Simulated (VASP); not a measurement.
A run of VASP 6.6.1 is set up as follows.

The input INCAR:

```
SYSTEM = Sb
PREC = Accurate
ENCUT = 520
EDIFF = 1E-6
ISMEAR = -1
SIGMA = 0.05
LREAL = .False.
LASPH = .True.
NELM = 60
ALGO = Normal
ISIF = 2
LWAVE = .False.
LCHARG = .False.
GGA = PS
NBANDS = 8
```

File KPOINTS:

```
regular mesh
0
Gamma
  10 10 10
  0 0 0
```

POSCAR

```
Sb
1.0
   -1.8837342335      1.8837342335      1.8837342335
    1.8837342335     -1.8837342335      1.8837342335
    1.8837342335      1.8837342335     -1.8837342335
Sb
1
Direct
    0.0000000000      0.0000000000      0.0000000000
```

Potentials or basis: VASP PAW PBE potentials, release 64 (Sb).

Run with:

```bash
$ cat potpaw_PBE.64/Sb/POTCAR > POTCAR
$ mpirun -np 1 vasp_std > vasp.out
```

Q: Estimate the pressure.

A: -1.3 GPa.

Caveat: the PAW data sets were made with another functional, which shifts forces and pressure a little.
